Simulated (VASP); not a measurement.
# Ti3Al (P-6m2) in VASP: notebook

Ti3Al is run at these levels: PBE; tasks: single point.

Everything below comes from runs of VASP 6.6.1. Logs are shortened: lines on timing, memory, paths and dates and some standing lists are left out, and cuts for length are marked.

## 1. The cell of the first run

Symmetry: P-6m2, No. 187, hexagonal system. The conventional cell has a = 2.904 Å, b = 2.904 Å, c = 9.395 Å, α = 90.00°, β = 90.00°, γ = 120.00°. Within 3.8 Å of Ti (site symmetry -6m2) lie 12 Ti at 2.88 to 2.90 Å. Within 3.8 Å of Ti (site symmetry 3m) lie 9 Ti at 2.88 to 2.90 Å and 3 Al at 2.89 Å. Al (site symmetry -6m2) has 6 Ti at 2.89 Å and 6 Al at 2.90 Å within 3.8 Å.

## 2. Single point, PBE (17.16 Å³/atom, c/a of the conventional cell at fixed volume 3.2350)

Input file INCAR:

```
SYSTEM = Ti3Al
ALGO = Fast
EDIFF = 1E-6
ENCUT = 520
GGA = PE
ISIF = 2
ISMEAR = 0
LASPH = .TRUE.
LCHARG = .FALSE.
LREAL = .FALSE.
LWAVE = .FALSE.
NBANDS = 28
NELM = 60
PREC = Accurate
SIGMA = 0.15
```

Input file KPOINTS:

```
k-points
0
G
  15 15 6
  0 0 0
```

Input file POSCAR:

```
Ti3Al
1.0
    2.9041494217      0.0000000000      0.0000000000
   -1.4520747109      2.5150671756      0.0000000000
    0.0000000000      0.0000000000      9.3949233792
Ti Al
3 1
Direct
    0.6666666667      0.3333333333      0.0000000000
    0.3333333333      0.6666666667      0.7504575700
    0.3333333333      0.6666666667      0.2495424300
    0.6666666667      0.3333333333      0.5000000000
```

Potentials or basis: VASP PAW PBE potentials, release 64 (Ti_sv, Al).

Launch:

```bash
cat potpaw_PBE.64/Ti_sv/POTCAR potpaw_PBE.64/Al/POTCAR > POTCAR
mpirun -np 1 vasp_std > vasp.out
```

OUTCAR:

```text
SYSTEM = Ti3Al
   EDIFF = 1E-6
   ENCUT = 520
   GGA = PE
   ISIF = 2
   ISMEAR = 0
   LASPH = .TRUE.
   LREAL = .FALSE.
   NELM = 60
   PREC = Accurate

 ion  position               nearest neighbor table
   1  0.667  0.333  0.000-   2 2.88   3 2.88   2 2.88   3 2.88   2 2.88   3 2.88
   2  0.333  0.667  0.750-   1 2.88   1 2.88   1 2.88   4 2.89   4 2.89   4 2.89
   3  0.333  0.667  0.250-   1 2.88   1 2.88   1 2.88   4 2.89   4 2.89   4 2.89
   4  0.667  0.333  0.500-   2 2.89   3 2.89   2 2.89   3 2.89   2 2.89   3 2.89

  LATTYP: Found a hexagonal cell.
 ALAT       =     2.9041494217
 C/A-ratio  =     3.2350000000

  Lattice vectors:

 A1 = (   2.9041494217,   0.0000000000,   0.0000000000)
 A2 = (  -1.4520747109,   2.5150671756,   0.0000000000)
 A3 = (   0.0000000000,   0.0000000000,   9.3949233792)

Analysis of symmetry for initial positions (statically):
=====================================================================
 Subroutine PRICEL returns:
 Original cell was already a primitive cell.

 Routine SETGRP: Setting up the symmetry group for a
 hexagonal supercell.

 Subroutine GETGRP returns: Found 12 space group operations
 (whereof 12 operations were pure point group operations)
 out of a pool of 24 trial point group operations.

The static configuration has the point symmetry D_3h.

Analysis of symmetry for dynamics (positions and initial velocities):
=====================================================================
 Subroutine PRICEL returns:
 Original cell was already a primitive cell.

 Routine SETGRP: Setting up the symmetry group for a
 hexagonal supercell.

 Subroutine GETGRP returns: Found 12 space group operations
 (whereof 12 operations were pure point group operations)
 out of a pool of 24 trial point group operations.

The dynamic configuration has the point symmetry D_3h.

 Subroutine INISYM returns: Found 12 space group operations
 (whereof 12 operations are pure point group operations),
 and found     1 'primitive' translations

----------------------------------------------------------------------------------------

                                     Primitive cell

  volume of cell :      68.6218

  direct lattice vectors                    reciprocal lattice vectors
[... 83 lines left out ...]
   ISTART =      0    job   : 0-new  1-cont  2-samecut
   ICHARG =      2    charge: 1-file 2-atom 10-const
   ISPIN  =      1    spin polarized calculation?
   LNONCOLLINEAR =      F non collinear calculations
   LSORBIT =      F    spin-orbit coupling
   LASPH  =      T    aspherical Exc in radial PAW
   ENCUT  =  520.0 eV  38.22 Ry    6.18 a.u.   5.40  5.40 17.47*2*pi/ulx,y,z
   NELM   =     60;   NELMIN=  2; NELMDL= -5     # of ELM steps
   EDIFF  = 0.1E-05   stopping-criterion for ELM
   LREAL  =      F    real-space projection
   EDIFFG = 0.1E-04   stopping-criterion for IOM
   NSW    =      0    number of steps for IOM
   IBRION =     -1    ionic relax: 0-MD 1-quasi-New 2-CG
   NFREE  =      0    steps in history (QN), initial steepest desc. (CG)
   ISIF   =      2    stress and relaxation
   ISYM   =      2    0-nonsym 1-usesym 2-fastsym
   POTIM  = 0.5000    time-step for ionic-motion
   TEBEG  =    0.0;   TEEND  =   0.0 temperature during run
   PSTRESS=    0.0 pullay stress
   NELECT =      39.0000    total number of electrons
   NUPDOWN=      -1.0000    fix difference up-down
   EMIN   =  10.00;   EMAX   =-10.00  energy-range for DOS
   EFERMI =   0.00;   METHOD = LEGACY
   ISMEAR =     0;   SIGMA  =   0.15  broadening in eV -4-tet -1-fermi 0-gaus
   EFERMI_NEDOS =   21; number of points for ismear=-14 and -15
   IALGO  =     68    algorithm
   IMIX   =      4    mixing-type and parameters
     AMIX     =   0.40;   BMIX     =  1.00
     AMIX_MAG =   1.60;   BMIX_MAG =  1.00
  volume/ion in A,a.u.               =      17.16       115.77
  Fermi-wavevector in a.u.,A,eV,Ry     =   1.356050  2.562563 25.019375  1.838872
  Thomas-Fermi vector in A             =   2.483086
   LORBIT       =      0    0 simple, 1 ext, 2 COOP (PROOUT), +10 PAW based schemes
   GGA     = PE    functional components
   LHFCALC =     F    Hartree Fock is set to
   AEXX    =    0.0000 exact exchange contribution
   IVDW    =     0    specifies the selected vdW correction
   LEPSILON=     F    determine dielectric tensor
   LRPA    =     F    only Hartree local field effects (RPA)
 non-spin polarized calculation
 RMM-DIIS sequential band-by-band and
 Gauss-broadening in eV      SIGMA  =   0.15
  energy-cutoff  :      520.00
  volume of cell :       68.62
 maximum number of plane-waves:      1907
 NGX is ok and might be reduce to    24

 number of electron      38.9999997 magnetization

 Free energy of the ion-electron system (eV)
  ---------------------------------------------------
  ext. energy  EPLUGINS =         0.00000000
  ---------------------------------------------------
  free energy    TOTEN  =       -27.77656607 eV

  energy without entropy =      -27.73096394  energy(sigma->0) =      -27.75376500

 E-fermi :   7.9766     XC(G=0): -11.1847

 val. band max:        7.9690872792   @ k =   0.2667   0.1333   0.0000
 cond. band min:       7.9796224049   @ k =   0.0667   0.0667   0.5000
 fundamental gap:      0.0105351256
 Fermi energy:         7.9766066595

 k-point     1 :       0.0000    0.0000    0.0000
  band No.  band energies     occupation
      1     -48.7493      2.00000
      2     -48.7044      2.00000
      3     -48.6544      2.00000
      4     -25.2505      2.00000
      5     -25.0157      2.00000
      6     -24.7480      2.00000
[... 733 lines left out ...]
     27      10.6845      0.00000
     28      11.3747      0.00000

 [... further k-points ...]
[... 5 lines left out ...]
  --------------------------------------------------------------------------------------
  -------------------------------------------------------------------------------------
  Total        0.4069076      0.4069076     -1.2660107     -0.0000000     -0.0000000      0.0000000
  in kB        9.5004586      9.5004586    -29.5587570     -0.0000000     -0.0000000      0.0000000
  external PRESSURE =      -3.5192799 kB  Pullay stress =       0.0000000 kB

 VOLUME and BASIS-vectors are now :
 -----------------------------------------------------------------------------
  energy-cutoff  :      520.00
  volume of cell :       68.62
      direct lattice vectors                 reciprocal lattice vectors
     2.904149422  0.000000000  0.000000000     0.344334900  0.198801847  0.000000000
    -1.452074711  2.515067176  0.000000000     0.000000000  0.397603694  0.000000000
     0.000000000  0.000000000  9.394923379     0.000000000  0.000000000  0.106440464

 POSITION                                       TOTAL-FORCE (eV/Angst)
 -----------------------------------------------------------------------------------
      1.45207      0.83836      0.00000        -0.000000      0.000000     -0.000000
     -0.00000      1.67671      7.05049        -0.000000     -0.000000     -0.048678
     -0.00000      1.67671      2.34443        -0.000000     -0.000000      0.048678
      1.45207      0.83836      4.69746         0.000000      0.000000     -0.000000
 -----------------------------------------------------------------------------------
    total drift:                                0.000000     -0.000000      0.000000

  FREE ENERGIE OF THE ION-ELECTRON SYSTEM (eV)
  ---------------------------------------------------
  free  energy   TOTEN  =       -27.7765660724 eV

  energy  without entropy=      -27.7309639374  energy(sigma->0) =      -27.75376500
```

OSZICAR:

```text
N       E                     dE             d eps       ncg     rms          rms(c)
DAV:   1     0.469402962217E+03    0.46940E+03   -0.19627E+04  6048   0.162E+03
DAV:   2     0.266176024158E+02   -0.44279E+03   -0.43454E+03  6100   0.496E+02
DAV:   3    -0.256098051604E+02   -0.52227E+02   -0.50963E+02 10524   0.143E+02
[... 33 lines left out ...]
RMM:  37    -0.277765619307E+02   -0.26005E-05   -0.26722E-05  7721   0.193E-02    0.116E-02
RMM:  38    -0.277765631578E+02   -0.12271E-05   -0.17892E-05  6661   0.158E-02    0.981E-03
RMM:  39    -0.277765643533E+02   -0.11954E-05   -0.15412E-05  6227   0.135E-02    0.972E-03
RMM:  40    -0.277765653471E+02   -0.99384E-06   -0.12891E-05  5957   0.122E-02    0.891E-03
RMM:  41    -0.277765660724E+02   -0.72532E-06   -0.97764E-06  5414   0.110E-02
   1 F= -.27776566E+02 E0= -.27753765E+02  d E =-.456021E-01
```

stdout:

```text
POSCAR found type information on POSCAR TiAl
 POSCAR found :  2 types and       4 ions
 scaLAPACK will be used
 LDA part: xc-table for (Slater+PW92), standard interpolation
 POSCAR, INCAR and KPOINTS ok, starting setup
 FFT: planning ... GRIDC
 FFT: planning ... GRID_SOFT
 FFT: planning ... GRID
 WAVECAR not read
 entering main loop
WARNING in EDDRMM: call to ZHEGV failed, returncode =   8  4     24
WARNING in EDDRMM: call to ZHEGV failed, returncode =   8  4      4
WARNING in EDDRMM: call to ZHEGV failed, returncode =   6  3     15
WARNING in EDDRMM: call to ZHEGV failed, returncode =   6  3     14
WARNING in EDDRMM: call to ZHEGV failed, returncode =   8  4     28
WARNING in EDDRMM: call to ZHEGV failed, returncode =   6  3     16
WARNING in EDDRMM: call to ZHEGV failed, returncode =   8  4     26
WARNING in EDDRMM: call to ZHEGV failed, returncode =   6  3      8
WARNING in EDDRMM: call to ZHEGV failed, returncode =   8  4     21
WARNING in EDDRMM: call to ZHEGV failed, returncode =   6  3     23
WARNING in EDDRMM: call to ZHEGV failed, returncode =   6  3     20
WARNING in EDDRMM: call to ZHEGV failed, returncode =   6  3     14
WARNING in EDDRMM: call to ZHEGV failed, returncode =   8  4     23
WARNING in EDDRMM: call to ZHEGV failed, returncode =   8  4      6
```

Wall time 20 min (1 thread of Intel Xeon 8259CL, shared host); peak memory 0.32 GiB.

What came out:

| Item | Value |
| --- | --- |
| Free energy | -27.7766 eV |
| Pressure | -0.4 GPa |
| Largest force | 0.049 eV/Å |
| Band gap on the k mesh | zero (an odd number of electrons rules out a gap without spin polarisation) |

Forces on the atoms (eV/Å):
```
Ti   0.000  0.000  0.000
Ti   0.000  0.000 -0.049
Ti   0.000  0.000  0.049
Al   0.000  0.000  0.000
```

Stress tensor (GPa, compression positive):
```
 0.95  0.00  0.00
 0.00  0.95  0.00
 0.00  0.00 -2.96
```

Levels at points of the mesh, in eV from the Fermi level:
| k point | band 16 | band 17 | band 18 | band 19 | band 20 | band 21 | band 22 | band 23 | band 24 | band 25 |
| --- | --- | --- | --- | --- | --- | --- | --- | --- | --- | --- |
| (0.00, 0.00, 0.00) | -2.50 | -0.94 | 0.32 | 0.59 | 0.89 | 0.89 | 0.97 | 0.97 | 1.24 | 1.24 |
| (0.00, 0.00, 0.50) | -3.25 | -1.13 | 0.29 | 0.62 | 0.89 | 0.89 | 0.97 | 0.97 | 1.24 | 1.24 |

Caveat: the cell differs from its parent crystal (c/a of the conventional cell at fixed volume 3.2350).

## 3. Single point, PBE

This run uses another cell than the first one, of the same volume but with other edges.

Input file INCAR:

```
SYSTEM = Ti3Al
  ALGO = Fast
  EDIFF = 1E-6
  ENCUT = 520
  GGA = PE
  ISIF = 2
  ISMEAR = 0
  LASPH = .True.
  LCHARG = .False.
  LREAL = .False.
  LWAVE = .False.
  NBANDS = 28
  NELM = 60
  PREC = Accurate
  SIGMA = 0.15
```

Input file KPOINTS:

```
k-points
0
Gamma
  15 15 6
  0 0 0
```

Input file POSCAR:

```
Ti3Al
1.0
    2.9837618340      0.0000000000      0.0000000000
   -1.4918809170      2.5840135471      0.0000000000
    0.0000000000      0.0000000000      8.9002631747
Ti Al
3 1
Direct
    0.6666666667      0.3333333333      0.0000000000
    0.3333333333      0.6666666667      0.7450413502
    0.3333333333      0.6666666667      0.2549586498
    0.6666666667      0.3333333333      0.5000000000
```

Potentials or basis: VASP PAW PBE potentials, release 64 (Ti_sv, Al).

Launch:

```bash
cat potpaw_PBE.64/Ti_sv/POTCAR potpaw_PBE.64/Al/POTCAR > POTCAR
mpirun -np 1 vasp_std > vasp.out
```

Wall time 22 min (1 thread of Intel Xeon 8259CL, shared host); peak memory 0.32 GiB.

The run converged. Its results:

```yaml
Free_energy: -27.6941 eV
Pressure: 0.5 GPa
Largest_force: 0.518 eV/Å
Band_gap_on_the_k_mesh: zero (an odd number of electrons rules out a gap without spin polarisation)
```

Forces in eV/Å, atoms in the order of the input:
```
Ti   0.000  0.000  0.000
Ti   0.000  0.000  0.518
Ti   0.000  0.000 -0.518
Al   0.000  0.000  0.000
```

Stress tensor (GPa, compression positive):
```
-2.56  0.00  0.00
 0.00 -2.56  0.00
 0.00  0.00  6.50
```

Levels at points of the mesh, in eV from the Fermi level:
```csv
k point,band 17,band 18,band 19,band 20,band 21,band 22,band 23,band 24
"(0.00, 0.00, 0.00)",-0.19,0.67,0.75,0.75,0.85,0.85,0.90,1.20
"(0.00, 0.00, 0.50)",-0.54,0.60,0.76,0.76,0.83,0.83,0.97,1.22
```

Caveat: the cell differs from its parent crystal (atoms shifted along a free coordinate, c/a of the conventional cell at fixed volume 2.9829); the stress differs along the axes, from -3 to 7 GPa.

## 4. Single point, PBE

Input file INCAR:

```
PREC = Accurate
ENCUT = 520
EDIFF = 1E-6
ISMEAR = 0
SIGMA = 0.15
LREAL = F
LASPH = T
NELM = 80
ALGO = Fast
ISIF = 2
LWAVE = F
LCHARG = F
GGA = PE
NBANDS = 28
```

Input file KPOINTS:

```
Automatic mesh
0
Gamma
  15 15 6
```

Input file POSCAR:

```
Ti3Al
1.0
    2.8794395691      0.0000000000      0.0000000000
   -1.4397197845      2.4936678155      0.0000000000
    0.0000000000      0.0000000000      9.5568599297
Ti Al
3 1
Direct
    0.6666666667      0.3333333333      0.0000000000
    0.3333333333      0.6666666667      0.7450413502
    0.3333333333      0.6666666667      0.2549586498
    0.6666666667      0.3333333333      0.5000000000
```

Potentials or basis: VASP PAW PBE potentials, release 64 (Ti_sv, Al).

Launch:

```bash
cat potpaw_PBE.64/Ti_sv/POTCAR potpaw_PBE.64/Al/POTCAR > POTCAR
mpirun -np 1 vasp_std > vasp.out
```

OUTCAR:

```text
PREC = Accurate
   ENCUT = 520
   EDIFF = 1E-6
   ISMEAR = 0
   LREAL = F
   LASPH = T
   NELM = 80
   ISIF = 2
   GGA = PE

 ion  position               nearest neighbor table
   1  0.667  0.333  0.000-
   2  0.333  0.667  0.745-   4 2.87   4 2.87   4 2.87
   3  0.333  0.667  0.255-   4 2.87   4 2.87   4 2.87
   4  0.667  0.333  0.500-   2 2.87   3 2.87   2 2.87   3 2.87   2 2.87   3 2.87

  LATTYP: Found a hexagonal cell.
[... 943 lines left out ...]

  FORCE on cell =-STRESS in cart. coord.  units (eV):
  Direction    XX          YY          ZZ          XY          YZ          ZX
  --------------------------------------------------------------------------------------
  -------------------------------------------------------------------------------------
  Total        0.6550702      0.6550702     -1.9116335      0.0000000      0.0000000      0.0000000
  in kB       15.2945468     15.2945468    -44.6327274      0.0000000      0.0000000      0.0000000
  external PRESSURE =      -4.6812113 kB  Pullay stress =       0.0000000 kB

 VOLUME and BASIS-vectors are now :
 -----------------------------------------------------------------------------
  energy-cutoff  :      520.00
  volume of cell :       68.62
      direct lattice vectors                 reciprocal lattice vectors
     2.879439569  0.000000000  0.000000000     0.347289803  0.200507861  0.000000000
    -1.439719785  2.493667815  0.000000000     0.000000000  0.401015722  0.000000000
     0.000000000  0.000000000  9.556859930     0.000000000  0.000000000  0.104636879

 POSITION                                       TOTAL-FORCE (eV/Angst)
 -----------------------------------------------------------------------------------
      1.43972      0.83122      0.00000        -0.000000      0.000000      0.000000
     -0.00000      1.66245      7.12026         0.000000     -0.000000      0.209230
     -0.00000      1.66245      2.43660         0.000000     -0.000000     -0.209230
      1.43972      0.83122      4.77843        -0.000000      0.000000      0.000000
 -----------------------------------------------------------------------------------
    total drift:                                0.000000     -0.000000      0.000000

  FREE ENERGIE OF THE ION-ELECTRON SYSTEM (eV)
  ---------------------------------------------------
  free  energy   TOTEN  =       -27.7307536472 eV

  energy  without entropy=      -27.6796796377  energy(sigma->0) =      -27.70521664
```

OSZICAR:

```text
N       E                     dE             d eps       ncg     rms          rms(c)
DAV:   1     0.469229326437E+03    0.46923E+03   -0.19524E+04  6048   0.162E+03
[... 37 lines left out ...]
RMM:  39    -0.277307616914E+02   -0.42941E-05   -0.16388E-05  7138   0.137E-02    0.666E-02
RMM:  40    -0.277307608378E+02    0.85366E-06   -0.10773E-05  6619   0.126E-02    0.651E-02
RMM:  41    -0.277307586150E+02    0.22228E-05   -0.11176E-05  6910   0.127E-02    0.629E-02
RMM:  42    -0.277307564189E+02    0.21962E-05   -0.77062E-06  6694   0.122E-02    0.604E-02
RMM:  43    -0.277307547353E+02    0.16836E-05   -0.76563E-06  6626   0.111E-02    0.589E-02
RMM:  44    -0.277307531662E+02    0.15691E-05   -0.51430E-06  6431   0.999E-03    0.578E-02
RMM:  45    -0.277307536472E+02   -0.48104E-06   -0.44091E-06  5348   0.821E-03
   1 F= -.27730754E+02 E0= -.27705217E+02  d E =-.510740E-01
```

stdout:

```text
POSCAR found type information on POSCAR TiAl
 POSCAR found :  2 types and       4 ions
 scaLAPACK will be used
 LDA part: xc-table for (Slater+PW92), standard interpolation
 POSCAR, INCAR and KPOINTS ok, starting setup
 FFT: planning ... GRIDC
 FFT: planning ... GRID_SOFT
 FFT: planning ... GRID
 WAVECAR not read
 entering main loop
WARNING in EDDRMM: call to ZHEGV failed, returncode =   8  4     12
WARNING in EDDRMM: call to ZHEGV failed, returncode =   8  4      7
WARNING in EDDRMM: call to ZHEGV failed, returncode =   8  4     16
WARNING in EDDRMM: call to ZHEGV failed, returncode =   8  4      6
WARNING in EDDRMM: call to ZHEGV failed, returncode =   6  3      7
WARNING in EDDRMM: call to ZHEGV failed, returncode =   8  4     12
WARNING in EDDRMM: call to ZHEGV failed, returncode =   6  3     23
WARNING in EDDRMM: call to ZHEGV failed, returncode =   8  4      8
WARNING in EDDRMM: call to ZHEGV failed, returncode =   8  4      9
WARNING in EDDRMM: call to ZHEGV failed, returncode =   6  3     26
```

Run time: 21 min. Hardware: 1 thread of Intel Xeon 8259CL, shared host; peak memory 0.32 GiB.

Results:

```
Free energy            : -27.7308 eV
Pressure               : -0.5 GPa
Largest force          : 0.209 eV/Å
Band gap on the k mesh : zero (an odd number of electrons rules out a gap without spin polarisation)
```

Forces in eV/Å, atoms in the order of the input:
```
Ti   0.000  0.000  0.000
Ti   0.000  0.000  0.209
Ti   0.000  0.000 -0.209
Al   0.000  0.000  0.000
```

Stress tensor (GPa, compression positive):
```
 1.53  0.00  0.00
 0.00  1.53  0.00
 0.00  0.00 -4.46
```

Caveat: the cell differs from its parent crystal (atoms shifted along a free coordinate, c/a of the conventional cell at fixed volume 3.3190); the stress differs along the axes, from -4 to 2 GPa.

## 5. The runs side by side

```tsv
cell	gap on the mesh (eV)	pressure (GPa)	largest force (eV/Å)
a = 2.904, b = 2.904, c = 9.395 Å, angles 90.0, 90.0, 120.0°, 4 atoms, atomic positions A	none	-0.4	0.05
a = 2.984, b = 2.984, c = 8.900 Å, angles 90.0, 90.0, 120.0°, 4 atoms, atomic positions B	none	0.5	0.52
a = 2.879, b = 2.879, c = 9.557 Å, angles 90.0, 90.0, 120.0°, 4 atoms, atomic positions B	none	-0.5	0.21
```

Alike in all rows: task single point; level PBE; potentials or basis VASP PAW PBE potentials, release 64 (Ti_sv, Al); no spin polarisation; k mesh 15 × 15 × 6; cutoff (eV) 520; smearing gaussian 0.15 eV.

Caveats: the stress differs along the axes, from -3 to 7 GPa (at least some runs); the stress differs along the axes, from -4 to 2 GPa (at least some runs).

Total energies depend on the potentials used, so only differences within one code and one set of settings carry meaning.
